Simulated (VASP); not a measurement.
A run of VASP 6.6.1:

POSCAR

```
Lu
1.0
    0.0000000000      3.6329099888      3.6329099888
    3.6329099888      0.0000000000      3.6329099888
    3.6329099888      3.6329099888      0.0000000000
Lu
2
Direct
    0.1250000000      0.1250000000      0.1250000000
    0.8750000000      0.8750000000      0.8750000000
```

File INCAR.step1:

```
SYSTEM = Lu
PREC     = Accurate       ! precision mode
ENCUT    = 520            ! plane-wave cutoff, eV
ISMEAR   = -1             ! smearing method
SIGMA    = 0.1            ! smearing width, eV
LREAL    = .False.        ! projectors in reciprocal space
LASPH    = .True.         ! aspherical terms in the spheres
NELM     = 100            ! most SCF steps
NBANDS   = 32             ! bands
GGA      = PE             ! functional
ALGO     = Normal         ! electronic algorithm
EDIFF    = 1E-4           ! SCF threshold, eV
LWAVE    = .True.         ! write WAVECAR
LCHARG   = .False.        ! write CHGCAR
```

The input INCAR.step2:

```
SYSTEM = Lu
PREC     = Accurate       ! precision mode
ENCUT    = 520            ! plane-wave cutoff, eV
EDIFF    = 1E-6           ! SCF threshold, eV
ISMEAR   = -1             ! smearing method
SIGMA    = 0.1            ! smearing width, eV
LREAL    = .False.        ! projectors in reciprocal space
LASPH    = .True.         ! aspherical terms in the spheres
NELM     = 100            ! most SCF steps
ALGO     = Normal         ! electronic algorithm
ISIF     = 2              ! what is computed and relaxed
LWAVE    = .False.        ! write WAVECAR
LCHARG   = .False.        ! write CHGCAR
METAGGA  = R2SCAN         ! meta-GGA
LMIXTAU  = .True.       
NBANDS   = 32             ! bands
ISTART   = 1
```

File KPOINTS:

```
Automatic mesh
0
Gamma
  8 8 8
  0 0 0
```

Potentials or basis: VASP PAW PBE potentials, release 64 (Lu).

Launch:

```sh
$ cat potpaw_PBE.64/Lu/POTCAR > POTCAR
$ cp INCAR.step1 INCAR
$ mpirun -np 1 vasp_std > vasp.out
$ cp INCAR.step2 INCAR
$ mpirun -np 1 vasp_std > vasp.out
```

Hardware: 1 thread of Oxide Virtual Turin-like Processor, on a shared host.

Q: How long does it take, and how much memory?

A: Wall time 6.9 min on 1 thread of Oxide Virtual Turin-like Processor, on a shared host, peak memory 0.27 GiB. Counts: k points 29.
